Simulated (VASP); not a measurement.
Here is a VASP 6.6.1 calculation.

Contents of INCAR:

```
ALGO = Normal
EDIFF = 1E-6
ENCUT = 520
ISIF = 2
ISMEAR = -1
LASPH = True
LCHARG = False
LREAL = Auto
LWAVE = False
NBANDS = 46
NELM = 80
PREC = Accurate
SIGMA = 0.05
```

The input KPOINTS:

```
k-points
0
Gamma
  2 2 2
```

File POSCAR:

```
MgO
1.0
    0.0000000000      3.8220000000      3.8220000000
    3.8220000000      0.0000000000      3.8220000000
    3.8220000000      3.8220000000      0.0000000000
Mg O
8 8
Direct
   -0.0083071690      0.0062401884     -0.0065018315
   -0.0131083203      0.0006541078      0.5168759812
   -0.0084118263      0.4925562533     -0.0090397698
    0.0289377289      0.5074829932      0.4680272109
    0.4936028257     -0.0100601779      0.0284536892
    0.5186420722     -0.0059523810      0.5072867609
    0.4917844061      0.5243066457     -0.0184720042
    0.4961145997      0.5119963370      0.5045656724
    0.2625588697      0.2494767138      0.2376504448
    0.2560701204      0.2437467295      0.7497121926
    0.2526687598      0.7521716379      0.2458137101
    0.2293432758      0.7642203035      0.7618916797
    0.7380167452      0.2460491889      0.2598901099
    0.7477237049      0.2387231816      0.7615122972
    0.7437990581      0.7319727891      0.2644950288
    0.7709968603      0.7322213501      0.7324568289
```

Potentials or basis: VASP PAW LDA potentials, release 64 (Mg, O).

Command:

```bash
$ cat potpaw_LDA.64/Mg/POTCAR potpaw_LDA.64/O/POTCAR > POTCAR
$ mpirun -np 1 vasp_std > vasp.out
```

Task: Estimate the pressure.

Result: 77.4 GPa.

Task: Estimate the band gap on the k mesh.

Result: 7.82 eV.

Stress tensor (GPa, compression positive):
```
77.08 -0.05  0.39
-0.05 76.11  0.35
 0.39  0.35 79.01
```

Caveat: the k points lie up to 0.71 Å⁻¹ apart; forces of over 1 eV/Å act on the atoms, so gaps and moduli don't describe the material at rest. LDA gaps usually lie below the measured ones, often by a third to a half.
